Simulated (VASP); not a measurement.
Here is a VASP 6.6.1 calculation.

Contents of INCAR:

```
PREC     = Accurate       # precision mode
ENCUT    = 520            # plane-wave cutoff, eV
EDIFF    = 1E-8           # SCF threshold, eV
ISMEAR   = -1             # smearing method
SIGMA    = 0.02           # smearing width, eV
LREAL    = False          # projectors in reciprocal space
LASPH    = True           # aspherical terms in the spheres
NELM     = 80             # most SCF steps
ALGO     = Normal         # electronic algorithm
ISIF     = 2              # what is computed and relaxed
LWAVE    = False          # write WAVECAR
LCHARG   = False          # write CHGCAR
GGA      = PE             # functional
LEFG     = True         
NBANDS   = 64             # bands
```

Contents of KPOINTS:

```
Automatic mesh
0
Gamma
  5 4 4
```

File POSCAR:

```
PbO2
1.0
    4.9470000000      0.0000000000      0.0000000000
    0.0000000000      5.9510000000      0.0000000000
    0.0000000000      0.0000000000      5.4970000000
Pb O
4 8
Direct
    0.0000000000      0.1780000000      0.2500000000
    0.5000000000      0.3220000000      0.7500000000
    0.0000000000      0.8220000000      0.7500000000
    0.5000000000      0.6780000000      0.2500000000
    0.2760000000      0.4100000000      0.4250000000
    0.2240000000      0.0900000000      0.9250000000
    0.7760000000      0.0900000000      0.5750000000
    0.7240000000      0.4100000000      0.0750000000
    0.7240000000      0.5900000000      0.5750000000
    0.7760000000      0.9100000000      0.0750000000
    0.2240000000      0.9100000000      0.4250000000
    0.2760000000      0.5900000000      0.9250000000
```

Potentials or basis: VASP PAW PBE potentials, release 64 (Pb_d, O).

Run with:

```bash
$ cat potpaw_PBE.64/Pb_d/POTCAR potpaw_PBE.64/O/POTCAR > POTCAR
$ mpirun -np 1 vasp_std > vasp.out
```

Q: Estimate the pressure.

A: 10.3 GPa.

Q: Estimate the largest force.

A: 1.046 eV/Å.

Stress tensor (GPa, compression positive):
```
11.26  0.00  0.00
 0.00  9.01  0.00
 0.00  0.00 10.55
```

Caveat: the cell stands under pressure; without QUAD_EFG the Cq values of the log hold for a quadrupole moment of 1 mb, not for the nuclei; forces of over 1 eV/Å act on the atoms, so gaps and moduli don't describe the material at rest.
